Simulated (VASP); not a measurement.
Write the native input for VASP 6.6.1 that does the following.

```
Task                   : single point
Functional             : LDA
Potentials or basis    : VASP PAW LDA potentials, release 64 (As)
Cutoff                 : 500 eV
k mesh                 : 15 × 15 × 15
Occupations            : fermi-dirac, width 0.1 eV
Spin                   : no spin polarisation
Dipole correction      : no
Further INCAR settings : ALGO = Normal; EDIFF = 1e-06; NBANDS = 12
```

The structure of As lies in POSCAR:

```
As
1.0
    1.8799878575      1.0854114956      3.3276505507
   -1.8799878575      1.0854114956      3.3276505507
    0.0000000000     -2.1708229912      3.3276505507
As
2
Direct
    0.7695128170      0.7695128170      0.7695128170
    0.2304871830      0.2304871830      0.2304871830
```

The input as run:

INCAR

```
SYSTEM = As
  PREC = Accurate
  ENCUT = 500
  EDIFF = 1E-6
  ISMEAR = -1
  SIGMA = 0.1
  LREAL = .False.
  LASPH = .True.
  NELM = 120
  ALGO = Normal
  ISIF = 2
  LWAVE = .False.
  LCHARG = .False.
  GGA = CA
  NBANDS = 12
  GGA_COMPAT = .False.
```

KPOINTS

```
regular mesh
0
Gamma
  15 15 15
  0 0 0
```

Potentials or basis: VASP PAW LDA potentials, release 64 (As).

Run with:

```bash
$ cat potpaw_LDA.64/As/POTCAR > POTCAR
$ mpirun -np 1 vasp_std > vasp.out
```

Results of the run:

```json
{"Pressure": "0.5 GPa", "Largest force": "0.079 eV/Å", "Band gap on the k mesh": "zero (bands 5 and 6 overlap by 0.15 eV)"}
```

Wall time 3.7 min on 1 thread of Intel Xeon 8259CL, on a shared host, peak memory 0.25 GiB.
